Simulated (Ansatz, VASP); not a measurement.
Ti: VASP beside Ansatz

INCAR

```
SYSTEM = Ti
ALGO = Normal
EDIFF = 1E-6
ENCUT = 520
GGA = CA
ISIF = 2
ISMEAR = 0
LASPH = .True.
LCHARG = .True.
LELF = .True.
LREAL = .False.
LVHAR = .True.
LWAVE = .False.
NBANDS = 12
NELM = 100
PREC = Accurate
SIGMA = 0.15
```

File KPOINTS:

```
k-points
0
Gamma
  20 20 20
  0 0 0
```

File POSCAR:

```
Ti
1.0
   -1.6163850000      1.6163850000      1.5917700000
    1.6163850000     -1.6163850000      1.5917700000
    1.6163850000      1.6163850000     -1.5917700000
Ti
1
Direct
    0.0000000000      0.0000000000      0.0000000000
```

Input for Ansatz:

```yaml
crystal:
  lattice:
    - [-1.616385, 1.616385, 1.59177]
    - [1.616385, -1.616385, 1.59177]
    - [1.616385, 1.616385, -1.59177]
  atoms:
    - { symbol: Ti, position: [0.0, 0.0, 0.0] }
basis:
  ecutwfc: 420
kpoints:
  mp_grid: { grid: [20, 20, 20] }
hamiltonian:
  xc: lda
scf:
  occupations: { method: gaussian, width: 0.15 }
output:
  forces: true
  stress: true
  eigenvalues: true
```

Change from the starting cell: strain -0.015 along x and y, -0.030 along z, atoms carried along.

Alike in both runs: task single point; functional LDA; k mesh 20 × 20 × 20; occupations gaussian, width 0.15 eV; no spin polarisation.

|  | VASP | Ansatz |
| --- | --- | --- |
| version | VASP 6.6.1 | Ansatz 0.2.0 |
| potentials or method | VASP PAW LDA potentials, release 64 (Ti_sv), cutoff 520 eV | scalar-relativistic, plane waves, PAW |
| valence electrons in the cell | 12 | 12 |

```csv
,VASP,Ansatz,Ansatz less VASP
gap on the k mesh at the Fermi level (eV),none,none,-
pressure (GPa),-5.3,-5.3,+0.09
"traceless stress, the component that is largest in VASP (GPa)",-0.23,-0.24,-0.002
```

LDA's correlation is that of Perdew and Zunger in VASP and of Perdew and Wang (1992) in Ansatz. A gap of «none» marks a metal or a gap that the smearing closes.
